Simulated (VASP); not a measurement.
# MgS (F-43m) in VASP: single point with PBE

Aim: the single point of MgS with PBE.

Everything below comes from runs of VASP 6.6.1. Logs are shortened: lines on timing, memory, paths and dates and some standing lists are left out, and cuts for length are marked.

## Step 1: The cell of the first run

The structure is cubic, space group F-43m (No. 216). The conventional cell has a = 5.768 Å, b = 5.768 Å, c = 5.768 Å, α = 90.00°, β = 90.00°, γ = 90.00°. Mg (site symmetry -43m) has 4 S at 2.50 Å within 3.3 Å. Within 3.3 Å of S (site symmetry -43m) lie 4 Mg at 2.50 Å.

## Step 2: Single point, PBE

The input, INCAR:

```
PREC = Accurate
ENCUT = 520
EDIFF = 1E-7
ISMEAR = 0
SIGMA = 0.05
LREAL = F
LASPH = T
NELM = 100
ALGO = Normal
ISIF = 2
LWAVE = F
LCHARG = F
GGA = PE
ISYM = 0
NBANDS = 16
```

The input, KPOINTS:

```
regular mesh
0
Gamma
  9 9 8
```

The input, POSCAR:

```
MgS
1.0
    0.0000000000     -2.8841979024     -2.8841979024
   -2.8841979024      0.0000000000     -2.8841979024
    2.8841979024      2.8841979024     -5.7683958049
Mg S
2 2
Direct
    0.0000000000      0.0000000000      0.0000000000
    0.5000000000      0.5000000000      0.5000000000
    0.3750000000      0.3750000000      0.8750000000
    0.8750000000      0.8750000000      0.3750000000
```

Potentials or basis: VASP PAW PBE potentials, release 64 (Mg, S).

Started as:

```sh
$ cat potpaw_PBE.64/Mg/POTCAR potpaw_PBE.64/S/POTCAR > POTCAR
$ mpirun -np 1 vasp_std > vasp.out
```

OUTCAR:

```text
PREC = Accurate
   ENCUT = 520
   EDIFF = 1E-7
   ISMEAR = 0
   LREAL = F
   LASPH = T
   NELM = 100
   ISIF = 2
   GGA = PE
   ISYM = 0

 ion  position               nearest neighbor table
   1  0.000  0.000  0.000-   3 2.50   3 2.50   3 2.50   4 2.50
   2  0.500  0.500  0.500-   4 2.50   4 2.50   4 2.50   3 2.50
   3  0.375  0.375  0.875-   1 2.50   1 2.50   1 2.50   2 2.50
   4  0.875  0.875  0.375-   2 2.50   2 2.50   2 2.50   1 2.50

IMPORTANT INFORMATION: All symmetrisations will be switched off!
NOSYMM: (Re-)initialisation of all symmetry stuff for point group C_1.

----------------------------------------------------------------------------------------

                                     Primitive cell

  volume of cell :      95.9699

  direct lattice vectors                    reciprocal lattice vectors
     0.000000000 -2.884197902 -2.884197902     0.086679212 -0.260037635 -0.086679212
    -2.884197902  0.000000000 -2.884197902    -0.260037635  0.086679212 -0.086679212
     2.884197902  2.884197902 -5.768395805     0.086679212  0.086679212 -0.086679212

  length of vectors
     4.078871790  4.078871790  7.064813178     0.287482422  0.287482422  0.150132798

  position of ions in fractional coordinates (direct lattice)
     0.000000000  0.000000000  0.000000000
     0.500000000  0.500000000  0.500000000
     0.375000000  0.375000000  0.875000000
     0.875000000  0.875000000  0.375000000

  ion indices of the primitive-cell ions
   primitive index   ion index
                 1           1
                 2           2
                 3           3
                 4           4

----------------------------------------------------------------------------------------

 KPOINTS: regular mesh

Automatic generation of k-mesh.
 Grid dimensions read from file:
 generate k-points for:    9    9    8

 Generating k-lattice:

  Cartesian coordinates                     Fractional coordinates (reciprocal lattice)
     0.009631024 -0.028893071 -0.009631024     0.111111111  0.000000000  0.000000000
    -0.028893071  0.009631024 -0.009631024     0.000000000  0.111111111  0.000000000
     0.010834901  0.010834901 -0.010834901     0.000000000  0.000000000  0.125000000

  Length of vectors
     0.031942491  0.031942491  0.018766600

  Shift w.r.t. Gamma in fractional coordinates (k-lattice)
     0.000000000  0.000000000  0.000000000

 -----------------------------------------------------------------------------
|                                                                             |
|           W    W    AA    RRRRR   N    N  II  N    N   GGGG   !!!           |
|           W    W   A  A   R    R  NN   N  II  NN   N  G    G  !!!           |
|           W    W  A    A  R    R  N N  N  II  N N  N  G       !!!           |
|           W WW W  AAAAAA  RRRRR   N  N N  II  N  N N  G  GGG   !            |
|           WW  WW  A    A  R   R   N   NN  II  N   NN  G    G                |
|           W    W  A    A  R    R  N    N  II  N    N   GGGG   !!!           |
|                                                                             |
|     Your reciprocal lattice and k-lattice belong to different lattice       |
|     classes:                                                                |
|                                                                             |
|        The reciprocal lattice is rhombohedral (trigonal),                   |
|        whereas your k-lattice is base-centered monoclinic.                  |
|                                                                             |
|     Results are often still useful ...                                      |
|                                                                             |
 -----------------------------------------------------------------------------

 WARNING: IBZKPT: internal override: KBLOWUP is changed to .FALSE.
      ... skipping the blow-up phase ...

 Subroutine IBZKPT returns following result:
 ===========================================

 Found    325 irreducible k-points:

 Following reciprocal coordinates:
            Coordinates               Weight
  0.000000  0.000000  0.000000      1.000000
  0.111111  0.000000  0.000000      2.000000
  0.222222  0.000000  0.000000      2.000000
  0.333333  0.000000  0.000000      2.000000
  0.444444  0.000000  0.000000      2.000000
  0.000000  0.111111  0.000000      2.000000
[... 16 lines left out ...]
 -0.111111  0.222222  0.000000      2.000000
  0.000000  0.333333  0.000000      2.000000
 [... further k-points ...]
   k-points           NKPTS =    325   k-points in BZ     NKDIM =    325   number of bands    NBANDS=     16
   number of dos      NEDOS =    301   number of ions     NIONS =      4
   total plane-waves  NPLWV =  48600
   dimension x,y,z NGX =    30 NGY =   30 NGZ =   54
   dimension x,y,z NGXF=    60 NGYF=   60 NGZF=  108
   ions per type =               2   2
   NGX,Y,Z   is equivalent  to a cutoff of  12.23, 12.23, 12.71 a.u.
   NGXF,Y,Z  is equivalent  to a cutoff of  24.45, 24.45, 25.41 a.u.
 SYSTEM =  unknown system
   PREC   = accura    normal or accurate (medium, high low for compatibility)
   ISTART =      0    job   : 0-new  1-cont  2-samecut
   ICHARG =      2    charge: 1-file 2-atom 10-const
   ISPIN  =      1    spin polarized calculation?
   LNONCOLLINEAR =      F non collinear calculations
   LSORBIT =      F    spin-orbit coupling
   LASPH  =      T    aspherical Exc in radial PAW
   ENCUT  =  520.0 eV  38.22 Ry    6.18 a.u.   7.58  7.58 13.14*2*pi/ulx,y,z
   NELM   =    100;   NELMIN=  2; NELMDL= -5     # of ELM steps
   EDIFF  = 0.1E-06   stopping-criterion for ELM
   LREAL  =      F    real-space projection
   EDIFFG = 0.1E-05   stopping-criterion for IOM
   NSW    =      0    number of steps for IOM
   IBRION =     -1    ionic relax: 0-MD 1-quasi-New 2-CG
   NFREE  =      0    steps in history (QN), initial steepest desc. (CG)
   ISIF   =      2    stress and relaxation
   ISYM   =      0    0-nonsym 1-usesym 2-fastsym
   POTIM  = 0.5000    time-step for ionic-motion
   TEBEG  =    0.0;   TEEND  =   0.0 temperature during run
   PSTRESS=    0.0 pullay stress
   NELECT =      16.0000    total number of electrons
   NUPDOWN=      -1.0000    fix difference up-down
   EMIN   =  10.00;   EMAX   =-10.00  energy-range for DOS
   EFERMI =   0.00;   METHOD = LEGACY
   ISMEAR =     0;   SIGMA  =   0.05  broadening in eV -4-tet -1-fermi 0-gaus
   EFERMI_NEDOS =   21; number of points for ismear=-14 and -15
   IALGO  =     38    algorithm
   IMIX   =      4    mixing-type and parameters
     AMIX     =   0.40;   BMIX     =  1.00
     AMIX_MAG =   1.60;   BMIX_MAG =  1.00
  volume/ion in A,a.u.               =      23.99       161.91
  Fermi-wavevector in a.u.,A,eV,Ry     =   0.901024  1.702689 11.045816  0.811845
  Thomas-Fermi vector in A             =   2.024054
   LORBIT       =      0    0 simple, 1 ext, 2 COOP (PROOUT), +10 PAW based schemes
   GGA     = PE    functional components
   LHFCALC =     F    Hartree Fock is set to
   AEXX    =    0.0000 exact exchange contribution
   IVDW    =     0    specifies the selected vdW correction
   LEPSILON=     F    determine dielectric tensor
   LRPA    =     F    only Hartree local field effects (RPA)
 non-spin polarized calculation
 Gauss-broadening in eV      SIGMA  =   0.05
  energy-cutoff  :      520.00
  volume of cell :       95.97
 maximum number of plane-waves:      2610
   NGX = 15   NGY = 15   NGZ = 27

 number of electron      15.9999998 magnetization

 Free energy of the ion-electron system (eV)
  ---------------------------------------------------
  ext. energy  EPLUGINS =         0.00000000
  ---------------------------------------------------
  free energy    TOTEN  =       -16.92162346 eV

  energy without entropy =      -16.92162346  energy(sigma->0) =      -16.92162346

 E-fermi :   0.9803     XC(G=0):  -8.1772

 val. band max:        0.7256722266   @ k =   0.0000   0.0000   0.0000
 cond. band min:       3.9106974860   @ k =   0.0000   0.0000   0.0000
 fundamental gap:      3.1850252594
 Fermi energy:         0.9802569067

 k-point     1 :       0.0000    0.0000    0.0000
  band No.  band energies     occupation
      1     -10.3654      2.00000
      2      -9.7647      2.00000
      3      -2.2171      2.00000
      4       0.4163      2.00000
      5       0.4163      2.00000
      6       0.7257      2.00000
[... 8 lines left out ...]
     15       8.5291      0.00000
     16       9.0603      0.00000

 k-point     2 :       0.1111    0.0000    0.0000
  band No.  band energies     occupation
      1     -10.3081      2.00000
      2      -9.7377      2.00000
      3      -2.1187      2.00000
      4       0.0815      2.00000
      5       0.2775      2.00000
      6       0.3595      2.00000
[... 8 lines left out ...]
     15       8.7184      0.00000
     16       9.3865      0.00000

 k-point     3 :       0.2222    0.0000    0.0000
  band No.  band energies     occupation
      1     -10.1514      2.00000
      2      -9.6729      2.00000
      3      -1.8433      2.00000
      4      -0.6113      2.00000
      5      -0.5508      2.00000
      6       0.2284      2.00000
[... 8 lines left out ...]
     15       9.2561      0.00000
     16       9.3113      0.00000

 k-point     4 :       0.3333    0.0000    0.0000
  band No.  band energies     occupation
      1      -9.9403      2.00000
      2      -9.6165      2.00000
      3      -1.5579      2.00000
      4      -1.2756      2.00000
      5      -1.1124      2.00000
      6       0.1027      2.00000
[... 8 lines left out ...]
     15       9.4546      0.00000
     16      10.0543      0.00000
[... 324 lines left out ...]
 k-point    22 :      -0.2222    0.2222    0.0000
  band No.  band energies     occupation
      1      -9.8598      2.00000
      2      -9.5705      2.00000
      3      -1.4810      2.00000
      4      -1.4445      2.00000
      5      -0.9855      2.00000
      6      -0.4298      2.00000
[... 8 lines left out ...]
     15       9.2009      0.00000
     16       9.3184      0.00000

 k-point    23 :      -0.1111    0.2222    0.0000
  band No.  band energies     occupation
      1     -10.0274      2.00000
      2      -9.6165      2.00000
      3      -1.6534      2.00000
      4      -1.0382      2.00000
      5      -0.9008      2.00000
      6      -0.0444      2.00000
[... 8 lines left out ...]
     15       9.1586      0.00000
     16       9.8679      0.00000

 k-point    24 :       0.0000    0.3333    0.0000
  band No.  band energies     occupation
      1      -9.9403      2.00000
      2      -9.6165      2.00000
      3      -1.5579      2.00000
      4      -1.2756      2.00000
      5      -1.1124      2.00000
      6       0.1027      2.00000
[... 8 lines left out ...]
     15       9.4546      0.00000
     16      10.0543      0.00000

 [... further k-points ...]

------------------------ aborting loop because EDIFF is reached ----------------------------------------

  FORCE on cell =-STRESS in cart. coord.  units (eV):
  Direction    XX          YY          ZZ          XY          YZ          ZX
  --------------------------------------------------------------------------------------
  -------------------------------------------------------------------------------------
  Total       -1.2279539     -1.2279538     -1.2279768     -0.0000969     -0.0000609     -0.0000611
  in kB      -20.5001712    -20.5001693    -20.5005538     -0.0016171     -0.0010164     -0.0010195
  external PRESSURE =     -20.5002981 kB  Pullay stress =       0.0000000 kB

 VOLUME and BASIS-vectors are now :
 -----------------------------------------------------------------------------
  energy-cutoff  :      520.00
  volume of cell :       95.97
      direct lattice vectors                 reciprocal lattice vectors
     0.000000000 -2.884197902 -2.884197902     0.086679212 -0.260037635 -0.086679212
    -2.884197902  0.000000000 -2.884197902    -0.260037635  0.086679212 -0.086679212
     2.884197902  2.884197902 -5.768395805     0.086679212  0.086679212 -0.086679212

 POSITION                                       TOTAL-FORCE (eV/Angst)
 -----------------------------------------------------------------------------------
      0.00000      0.00000      0.00000        -0.000000     -0.000000     -0.000001
      0.00000      0.00000     -5.76840        -0.000000     -0.000000     -0.000001
      1.44210      1.44210     -7.21049         0.000000     -0.000000      0.000001
     -1.44210     -1.44210     -7.21049         0.000000      0.000001      0.000001
 -----------------------------------------------------------------------------------
    total drift:                                0.000011      0.000011      0.000003

  FREE ENERGIE OF THE ION-ELECTRON SYSTEM (eV)
  ---------------------------------------------------
  free  energy   TOTEN  =       -16.9216234578 eV

  energy  without entropy=      -16.9216234578  energy(sigma->0) =      -16.92162346
```

Wall time 9.2 min (1 thread of Intel Xeon 8259CL, shared host); peak memory 0.56 GiB.

Results:

- Free energy: -16.9216 eV
- Pressure: -2.1 GPa
- Band gap on the k mesh: 3.19 eV
